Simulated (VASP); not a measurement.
A run of VASP 6.6.1 is set up as follows.

Contents of INCAR:

```
SYSTEM = Ag
PREC     = Accurate       ! precision mode
ENCUT    = 600            ! plane-wave cutoff, eV
EDIFF    = 1E-6           ! SCF threshold, eV
ISMEAR   = 0              ! smearing method
SIGMA    = 0.1            ! smearing width, eV
LREAL    = .False.        ! projectors in reciprocal space
LASPH    = .True.         ! aspherical terms in the spheres
NELM     = 80             ! most SCF steps
ALGO     = Fast           ! electronic algorithm
ISIF     = 3              ! what is computed and relaxed
LWAVE    = .False.        ! write WAVECAR
LCHARG   = .False.        ! write CHGCAR
GGA      = PE             ! functional
IBRION   = 2              ! ionic algorithm
NSW      = 100            ! ionic steps
EDIFFG   = -0.005         ! ionic threshold
```

Contents of KPOINTS:

```
Automatic mesh
0
Gamma
  18 18 18
  0 0 0
```

POSCAR

```
Ag
1.0
   -1.6556540000      1.6556540000      1.6556540000
    1.6556540000     -1.6556540000      1.6556540000
    1.6556540000      1.6556540000     -1.6556540000
Ag
1
Direct
    0.0000000000      0.0000000000      0.0000000000
```

Potentials or basis: VASP PAW PBE potentials, release 64 (Ag).

Launch:

```console
$ cat potpaw_PBE.64/Ag/POTCAR > POTCAR
$ mpirun -np 1 vasp_std > vasp.out
```

Task: Estimate the relaxed volume.

Result: 18.00 Å³/atom.

Task: Predict the relaxed cell.

Result: a = 2.859 Å, b = 2.859 Å, c = 2.859 Å, α = 109.47°, β = 109.47°, γ = 109.47°.

Task: What does it give for the space group after relaxing (to 0.05 Å)?

Result: Im-3m (No. 229).

The path:
| step | energy change (eV) | largest force (eV/Å) | pressure (GPa) | volume (Å³) |
| --- | --- | --- | --- | --- |
| 1 | 0.0000 | 0.0000 | -0.69 | 18.15 |
| 2 | -0.0003 | 0.0000 | 0.16 | 17.95 |
| 3 | -0.0004 | 0.0000 | 0.05 | 17.99 |
| 4 | -0.0004 | 0.0000 | -0.01 | 18.00 |
